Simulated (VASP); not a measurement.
# Zr2Si5 in VASP: a series of runs

The runs below take Zr2Si5 through single point, with PBE.

Program: VASP 6.6.1. These are calculated values, not measurements. Logs are shortened: lines on timing, memory, paths and dates and some standing lists are left out, and cuts for length are marked.

## (1) The cell of the first run

The cell holds a slab with vacuum, 14 atoms: a = 3.679 Å, b = 3.705 Å, c = 29.797 Å, α = 90.00°, β = 90.00°, γ = 90.00°.

## (2) Single point, PBE

INCAR reads:

```
PREC = Accurate
ENCUT = 520
EDIFF = 1E-7
ISMEAR = 0
SIGMA = 0.1
LREAL = F
LASPH = T
NELM = 100
ALGO = Normal
ISIF = 2
LWAVE = F
LCHARG = F
LDIPOL = T
IDIPOL = 3
DIPOL = 0.5 0.5 0.500
GGA = PE
NBANDS = 57
```

KPOINTS reads:

```
regular mesh
0
Gamma
  1 1 1
```

POSCAR reads:

```
Zr2Si5
1.0
    3.6790720029      0.0000000000      0.0000000000
    0.0000000000      3.7051806738      0.0000000000
    0.0000000000      0.0000000000     29.7972630146
Si Zr
10 4
Direct
    0.2500000000      0.5000000000      0.2517009699
    0.7500000000      0.0000000000      0.2520109569
    0.2500000000      0.0000000000      0.3495751122
    0.7500000000      0.0000000000      0.4022808512
    0.2500000000      0.0000000000      0.4998450065
    0.7500000000      0.5000000000      0.5001549935
    0.2500000000      0.5000000000      0.5977191488
    0.7500000000      0.5000000000      0.6504248878
    0.2500000000      0.5000000000      0.7479890431
    0.7500000000      0.0000000000      0.7482990301
    0.7500000000      0.5000000000      0.3236522409
    0.2500000000      0.5000000000      0.4282037225
    0.7500000000      0.0000000000      0.5717962775
    0.2500000000      0.0000000000      0.6763477591
```

Potentials or basis: VASP PAW PBE potentials, release 64 (Si, Zr_sv).

Command:

```
$ cat potpaw_PBE.64/Si/POTCAR potpaw_PBE.64/Zr_sv/POTCAR > POTCAR
$ mpirun -np 1 vasp_gam > vasp.out
```

OUTCAR:

```text
PREC = Accurate
   ENCUT = 520
   EDIFF = 1E-7
   ISMEAR = 0
   LREAL = F
   LASPH = T
   NELM = 100
   ISIF = 2
   GGA = PE

 ion  position               nearest neighbor table
   1  0.250  0.500  0.252-   2 2.61   2 2.61   2 2.61   2 2.61  11 2.82  11 2.82
   2  0.750  0.000  0.252-   1 2.61   1 2.61   1 2.61   1 2.61  11 2.83  11 2.83
   3  0.250  0.000  0.350-   4 2.42   4 2.42  11 2.72  11 2.72  11 2.72  11 2.72  12 2.99  12 2.99

   4  0.750  0.000  0.402-   3 2.42   3 2.42  12 2.72  12 2.72  12 2.72  12 2.72  11 2.99  11 2.99

   5  0.250  0.000  0.500-   6 2.61   6 2.61   6 2.61   6 2.61  13 2.82  13 2.82  12 2.83  12 2.83

   6  0.750  0.500  0.500-   5 2.61   5 2.61   5 2.61   5 2.61  12 2.82  12 2.82  13 2.83  13 2.83

   7  0.250  0.500  0.598-   8 2.42   8 2.42  13 2.72  13 2.72  13 2.72  13 2.72  14 2.99  14 2.99

   8  0.750  0.500  0.650-   7 2.42   7 2.42  14 2.72  14 2.72  14 2.72  14 2.72  13 2.99  13 2.99

   9  0.250  0.500  0.748-  10 2.61  10 2.61  10 2.61  10 2.61  14 2.83  14 2.83
  10  0.750  0.000  0.748-   9 2.61   9 2.61   9 2.61   9 2.61  14 2.82  14 2.82
  11  0.750  0.500  0.324-   3 2.72   3 2.72   3 2.72   3 2.72   1 2.82   1 2.82   2 2.83   2 2.83
                             4 2.99   4 2.99  12 3.62  12 3.62
  12  0.250  0.500  0.428-   4 2.72   4 2.72   4 2.72   4 2.72   6 2.82   6 2.82   5 2.83   5 2.83
                             3 2.99   3 2.99  11 3.62  11 3.62
  13  0.750  0.000  0.572-   7 2.72   7 2.72   7 2.72   7 2.72   5 2.82   5 2.82   6 2.83   6 2.83
                             8 2.99   8 2.99  14 3.62  14 3.62
  14  0.250  0.000  0.676-   8 2.72   8 2.72   8 2.72   8 2.72  10 2.82  10 2.82   9 2.83   9 2.83
                             7 2.99   7 2.99  13 3.62  13 3.62

  LATTYP: Found a simple orthorhombic cell.
 ALAT       =     3.6790720029
 B/A-ratio  =     1.0070965371
 C/A-ratio  =     8.0991247225

  Lattice vectors:

 A1 = (   3.6790720029,   0.0000000000,   0.0000000000)
 A2 = (   0.0000000000,   3.7051806738,   0.0000000000)
 A3 = (   0.0000000000,   0.0000000000,  29.7972630146)

Analysis of symmetry for initial positions (statically):
=====================================================================
 Subroutine PRICEL returns:
 Original cell was already a primitive cell.

 Routine SETGRP: Setting up the symmetry group for a
 simple orthorhombic supercell.

 Subroutine GETGRP returns: Found  8 space group operations
 (whereof  2 operations were pure point group operations)
 out of a pool of  8 trial point group operations.

The static configuration has the point symmetry C_1h.
 The point group associated with its full space group is D_2h.

Analysis of symmetry for dynamics (positions and initial velocities):
=====================================================================
 Subroutine PRICEL returns:
 Original cell was already a primitive cell.

 Routine SETGRP: Setting up the symmetry group for a
 simple orthorhombic supercell.

 Subroutine GETGRP returns: Found  8 space group operations
 (whereof  2 operations were pure point group operations)
 out of a pool of  8 trial point group operations.

The dynamic configuration has the point symmetry C_1h.
 The point group associated with its full space group is D_2h.

 Subroutine INISYM returns: Found  8 space group operations
 (whereof  2 operations are pure point group operations),
 and found     1 'primitive' translations

----------------------------------------------------------------------------------------

                                     Primitive cell

  volume of cell :     406.1852

  direct lattice vectors                    reciprocal lattice vectors
     3.679072003  0.000000000  0.000000000     0.271807673  0.000000000  0.000000000
     0.000000000  3.705180674  0.000000000     0.000000000  0.269892372  0.000000000
     0.000000000  0.000000000 29.797263015     0.000000000  0.000000000  0.033560129

  length of vectors
     3.679072003  3.705180674 29.797263015     0.271807673  0.269892372  0.033560129

  position of ions in fractional coordinates (direct lattice)
     0.250000000  0.500000000  0.251700970
     0.750000000  0.000000000  0.252010957
     0.250000000  0.000000000  0.349575112
     0.750000000  0.000000000  0.402280851
     0.250000000  0.000000000  0.499845007
     0.750000000  0.500000000  0.500154993
     0.250000000  0.500000000  0.597719149
     0.750000000  0.500000000  0.650424888
     0.250000000  0.500000000  0.747989043
     0.750000000  0.000000000  0.748299030
     0.750000000  0.500000000  0.323652241
     0.250000000  0.500000000  0.428203723
     0.750000000  0.000000000  0.571796277
     0.250000000  0.000000000  0.676347759

  ion indices of the primitive-cell ions
   primitive index   ion index
                 1           1
                 2           2
                 3           3
                 4           4
                 5           5
                 6           6
                 7           7
                 8           8
                 9           9
                10          10
                11          11
                12          12
                13          13
                14          14

----------------------------------------------------------------------------------------

 KPOINTS: regular mesh

Automatic generation of k-mesh.
 Grid dimensions read from file:
 generate k-points for:    1    1    1

 Generating k-lattice:

  Cartesian coordinates                     Fractional coordinates (reciprocal lattice)
     0.271807673  0.000000000  0.000000000     1.000000000  0.000000000  0.000000000
     0.000000000  0.269892372  0.000000000     0.000000000  1.000000000  0.000000000
     0.000000000  0.000000000  0.033560129     0.000000000  0.000000000  1.000000000

  Length of vectors
     0.271807673  0.269892372  0.033560129

  Shift w.r.t. Gamma in fractional coordinates (k-lattice)
     0.000000000  0.000000000  0.000000000

 Subroutine IBZKPT returns following result:
 ===========================================

 Found      1 irreducible k-points:

 Following reciprocal coordinates:
            Coordinates               Weight
  0.000000  0.000000  0.000000      1.000000
   k-points           NKPTS =      1   k-points in BZ     NKDIM =      1   number of bands    NBANDS=     57
   number of dos      NEDOS =    301   number of ions     NIONS =     14
   total plane-waves  NPLWV = 175616
   dimension x,y,z NGX =    28 NGY =   28 NGZ =  224
   dimension x,y,z NGXF=    56 NGYF=   56 NGZF=  448
   ions per type =              10   4
   NGX,Y,Z   is equivalent  to a cutoff of  12.65, 12.56, 12.50 a.u.
   NGXF,Y,Z  is equivalent  to a cutoff of  25.30, 25.13, 24.99 a.u.
 SYSTEM =  unknown system
   PREC   = accura    normal or accurate (medium, high low for compatibility)
   ISTART =      0    job   : 0-new  1-cont  2-samecut
   ICHARG =      2    charge: 1-file 2-atom 10-const
   ISPIN  =      1    spin polarized calculation?
   LNONCOLLINEAR =      F non collinear calculations
   LSORBIT =      F    spin-orbit coupling
   LASPH  =      T    aspherical Exc in radial PAW
   ENCUT  =  520.0 eV  38.22 Ry    6.18 a.u.   6.84  6.89 55.40*2*pi/ulx,y,z
   NELM   =    100;   NELMIN=  2; NELMDL= -5     # of ELM steps
   EDIFF  = 0.1E-06   stopping-criterion for ELM
   LREAL  =      F    real-space projection
   EDIFFG = 0.1E-05   stopping-criterion for IOM
   NSW    =      0    number of steps for IOM
   IBRION =     -1    ionic relax: 0-MD 1-quasi-New 2-CG
   NFREE  =      0    steps in history (QN), initial steepest desc. (CG)
   ISIF   =      2    stress and relaxation
   ISYM   =      2    0-nonsym 1-usesym 2-fastsym
   POTIM  = 0.5000    time-step for ionic-motion
   TEBEG  =    0.0;   TEEND  =   0.0 temperature during run
   PSTRESS=    0.0 pullay stress
   NELECT =      88.0000    total number of electrons
   NUPDOWN=      -1.0000    fix difference up-down
   EMIN   =  10.00;   EMAX   =-10.00  energy-range for DOS
   EFERMI =   0.00;   METHOD = LEGACY
   ISMEAR =     0;   SIGMA  =   0.10  broadening in eV -4-tet -1-fermi 0-gaus
   EFERMI_NEDOS =   21; number of points for ismear=-14 and -15
   IALGO  =     38    algorithm
   IMIX   =      4    mixing-type and parameters
     AMIX     =   0.40;   BMIX     =  1.00
     AMIX_MAG =   1.60;   BMIX_MAG =  1.00
  volume/ion in A,a.u.               =      29.01       195.79
  Fermi-wavevector in a.u.,A,eV,Ry     =   0.983243  1.858061 13.153671  0.966768
  Thomas-Fermi vector in A             =   2.114387
   LORBIT       =      0    0 simple, 1 ext, 2 COOP (PROOUT), +10 PAW based schemes
   GGA     = PE    functional components
   LHFCALC =     F    Hartree Fock is set to
   AEXX    =    0.0000 exact exchange contribution
   IVDW    =     0    specifies the selected vdW correction
   LEPSILON=     F    determine dielectric tensor
   LRPA    =     F    only Hartree local field effects (RPA)
 non-spin polarized calculation
 Gauss-broadening in eV      SIGMA  =   0.10
  energy-cutoff  :      520.00
  volume of cell :      406.19
 maximum number of plane-waves:      5476
 NGX is ok and might be reduce to    28
   NGX = 13   NGY = 13   NGZ =111

 dipolmoment           0.000000      0.000000      0.000000 electrons x Angstroem

 number of electron      88.0000004 magnetization

 dipolmoment           0.000000      0.000000     -0.000000 electrons x Angstroem

 Free energy of the ion-electron system (eV)
  ---------------------------------------------------
  ext. energy  EPLUGINS =         0.00000000
  ---------------------------------------------------
  free energy    TOTEN  =       -72.34378095 eV

  energy without entropy =      -72.27315776  energy(sigma->0) =      -72.30846935

 E-fermi :   3.4675     XC(G=0):  -7.0271

 val. band max:        3.3975036957   @ k =   0.0000   0.0000   0.0000
 cond. band min:       3.5367744910   @ k =   0.0000   0.0000   0.0000
 fundamental gap:      0.1392707953
 Fermi energy:         3.4675153897

 k-point     1 :       0.0000    0.0000    0.0000
  band No.  band energies     occupation
      1     -45.9806      2.00000
      2     -45.9803      2.00000
      3     -45.5699      2.00000
      4     -45.5699      2.00000
      5     -24.1025      2.00000
      6     -24.1013      2.00000
[... 48 lines left out ...]
     55       5.1403      0.00000
     56       5.2694      0.00000
 [bands above 56 left out]

------------------------ aborting loop because EDIFF is reached ----------------------------------------

 vacuum level on the upper side and lower side of the slab       (xc-potential included)        -0.097        -0.097

  FORCE on cell =-STRESS in cart. coord.  units (eV):
  Direction    XX          YY          ZZ          XY          YZ          ZX
  --------------------------------------------------------------------------------------
  -------------------------------------------------------------------------------------
  Total       35.7216085     27.9749030    -12.1976183      0.0000000      0.0000000      0.0000000
  in kB      140.9021231    110.3456252    -48.1129037      0.0000000      0.0000000      0.0000000
  external PRESSURE =      67.7116149 kB  Pullay stress =       0.0000000 kB

 VOLUME and BASIS-vectors are now :
 -----------------------------------------------------------------------------
  energy-cutoff  :      520.00
  volume of cell :      406.19
      direct lattice vectors                 reciprocal lattice vectors
     3.679072003  0.000000000  0.000000000     0.271807673  0.000000000  0.000000000
     0.000000000  3.705180674  0.000000000     0.000000000  0.269892372  0.000000000
     0.000000000  0.000000000 29.797263015     0.000000000  0.000000000  0.033560129

 POSITION                                       TOTAL-FORCE (eV/Angst)
 -----------------------------------------------------------------------------------
      0.91977      1.85259      7.50000        -0.000000      0.000000      0.237754
      2.75930      0.00000      7.50924         0.000000     -0.000000      0.526169
      0.91977      0.00000     10.41638         0.000000      0.000000      4.519940
      2.75930      0.00000     11.98687        -0.000000     -0.000000     -4.983427
      0.91977      0.00000     14.89401        -0.000000      0.000000     -0.196869
      2.75930      1.85259     14.90325        -0.000000     -0.000000      0.196869
      0.91977      1.85259     17.81039        -0.000000     -0.000000      4.983427
      2.75930      1.85259     19.38088         0.000000     -0.000000     -4.519940
      0.91977      1.85259     22.28803        -0.000000     -0.000000     -0.526169
      2.75930      0.00000     22.29726        -0.000000      0.000000     -0.237754
      2.75930      1.85259      9.64395        -0.000000     -0.000000     -0.549291
      0.91977      1.85259     12.75930        -0.000000     -0.000000     -1.142650
      2.75930      0.00000     17.03796        -0.000000     -0.000000      1.142650
      0.91977      0.00000     20.15331        -0.000000     -0.000000      0.549291
 -----------------------------------------------------------------------------------
    total drift:                               -0.000000      0.000000     -0.000000

  FREE ENERGIE OF THE ION-ELECTRON SYSTEM (eV)
  ---------------------------------------------------
  free  energy   TOTEN  =       -72.3437809460 eV

  energy  without entropy=      -72.2731577553  energy(sigma->0) =      -72.30846935

 vacuum level on the upper side and lower side of the slab         8.949         8.949
```

Wall time 2.6 min (1 thread of Intel Xeon 8259CL, shared host); peak memory 0.38 GiB.

What came out:

| Quantity | Value |
| --- | --- |
| Free energy | -72.3438 eV |
| Largest force | 4.983 eV/Å |

Forces on the atoms (eV/Å):
```
Si   0.000  0.000  0.238
Si   0.000  0.000  0.526
Si   0.000  0.000  4.520
Si   0.000  0.000 -4.983
Si   0.000  0.000 -0.197
Si   0.000  0.000  0.197
Si   0.000  0.000  4.983
Si   0.000  0.000 -4.520
Si   0.000  0.000 -0.526
Si   0.000  0.000 -0.238
Zr   0.000  0.000 -0.549
Zr   0.000  0.000 -1.143
Zr   0.000  0.000  1.143
Zr   0.000  0.000  0.549
```

Caveat: the k points lie up to 1.71 Å⁻¹ apart, too coarse for converged energies, forces and pressures.

## (3) Single point, PBE

INCAR reads:

```
ALGO = Normal ; DIPOL = 0.5 0.5 0.500
EDIFF = 1E-6 ; ENCUT = 520
GGA = PE ; IDIPOL = 3
ISIF = 2 ; ISMEAR = 0
LASPH = T ; LCHARG = F
LDIPOL = T ; LREAL = F
LWAVE = F ; NBANDS = 57
NELM = 80 ; PREC = Accurate
SIGMA = 0.1
```

KPOINTS reads:

```
k-points
0
Gamma
  2 2 1
```

POSCAR is that of step 2.

Potentials or basis: VASP PAW PBE potentials, release 64 (Si, Zr_sv).

Command:

```
$ cat potpaw_PBE.64/Si/POTCAR potpaw_PBE.64/Zr_sv/POTCAR > POTCAR
$ mpirun -np 1 vasp_std > vasp.out
```

Wall time 5.7 min (1 thread of Intel Xeon 8259CL, shared host); peak memory 0.43 GiB.

The run converged. Its results:

* Free energy: -89.4981 eV
* Largest force: 0.526 eV/Å
* Band gap on the k mesh: zero (bands 44 and 45 overlap by 0.29 eV)

Forces in eV/Å, atoms in the order of the input:
```
Si   0.000  0.000  0.397
Si   0.000  0.000  0.157
Si   0.000  0.000 -0.238
Si   0.000  0.000 -0.526
Si   0.000  0.000  0.024
Si   0.000  0.000 -0.024
Si   0.000  0.000  0.526
Si   0.000  0.000  0.238
Si   0.000  0.000 -0.157
Si   0.000  0.000 -0.397
Zr   0.000  0.000  0.395
Zr   0.000  0.000  0.146
Zr   0.000  0.000 -0.146
Zr   0.000  0.000 -0.395
```

Levels at points of the mesh, in eV from the Fermi level:
```csv
k point,band 41,band 42,band 43,band 44,band 45,band 46,band 47,band 48
"(0.00, 0.00, 0.00)",-1.54,-1.27,-0.05,-0.02,0.29,1.28,1.34,1.67
"(0.50, 0.00, 0.00)",-0.12,-0.12,-0.05,-0.05,0.42,0.42,0.46,0.46
"(0.00, 0.50, 0.00)",-0.44,-0.44,-0.02,-0.02,0.15,0.15,1.11,1.11
"(0.50, 0.50, 0.00)",-1.96,-1.96,-0.43,-0.43,-0.31,-0.31,2.38,2.38
```

Caveat: the k points lie up to 0.85 Å⁻¹ apart, too coarse for converged energies, forces and pressures.

## (4) Single point, PBE

INCAR reads:

```
SYSTEM = Zr2Si5
ALGO = Normal
DIPOL = 0.5 0.5 0.500
EDIFF = 1E-7
ENCUT = 520
GGA = PE
IDIPOL = 3
ISIF = 2
ISMEAR = 0
LASPH = .TRUE.
LCHARG = .TRUE.
LDIPOL = .TRUE.
LELF = .TRUE.
LREAL = .FALSE.
LVACPOTAV = .TRUE.
LVHAR = .TRUE.
LWAVE = .FALSE.
NBANDS = 57
NELM = 100
PREC = Accurate
SIGMA = 0.1
```

KPOINTS reads:

```
k-points
0
G
  1 9 1
  0 0 0
```

POSCAR is that of step 3.

Command:

```
$ cat potpaw_PBE.64/Si/POTCAR potpaw_PBE.64/Zr_sv/POTCAR > POTCAR
$ mpirun -np 1 vasp_std > vasp.out
```

Run time: 9.2 min. Hardware: 1 thread of Intel Xeon 8259CL, shared host; peak memory 0.44 GiB.

The run converged. Its results:

```
Free energy            : -77.7882 eV
Largest force          : 0.650 eV/Å
Band gap on the k mesh : zero (bands 44 and 45 overlap by 0.35 eV)
```

Forces in eV/Å, atoms in the order of the input:
```
Si   0.000  0.000 -0.167
Si   0.000  0.000  0.020
Si   0.000  0.000  0.287
Si   0.000  0.000 -0.650
Si   0.000  0.000  0.070
Si   0.000  0.000 -0.070
Si   0.000  0.000  0.650
Si   0.000  0.000 -0.287
Si   0.000  0.000 -0.020
Si   0.000  0.000  0.167
Zr   0.000  0.000 -0.078
Zr   0.000  0.000  0.633
Zr   0.000  0.000 -0.633
Zr   0.000  0.000  0.078
```

Levels at points of the mesh, in eV from the Fermi level:
```tsv
k point	band 42	band 43	band 44	band 45	band 46	band 47	band 48	band 49
(0.00, 0.00, 0.00)	-1.57	-0.43	-0.41	-0.01	1.21	1.27	1.45	1.52
```

Caveat: the k points lie up to 1.71 Å⁻¹ apart, too coarse for converged energies, forces and pressures.

## (5) Overview

```tsv
k mesh	gap on the mesh (eV)	largest force (eV/Å)
1 × 1 × 1	-	4.98
2 × 2 × 1	none	0.53
1 × 9 × 1	none	0.65
```

Alike in all rows: task single point; level PBE; potentials or basis VASP PAW PBE potentials, release 64 (Si, Zr_sv); no spin polarisation; cell as given; cutoff (eV) 520; smearing gaussian 0.1 eV.

Caveats: all runs use coarse meshes.

Total energies depend on the potentials used, so only differences within one code and one set of settings carry meaning.

The gap in the log of VASP goes by the Fermi energy; the results here count the filled bands.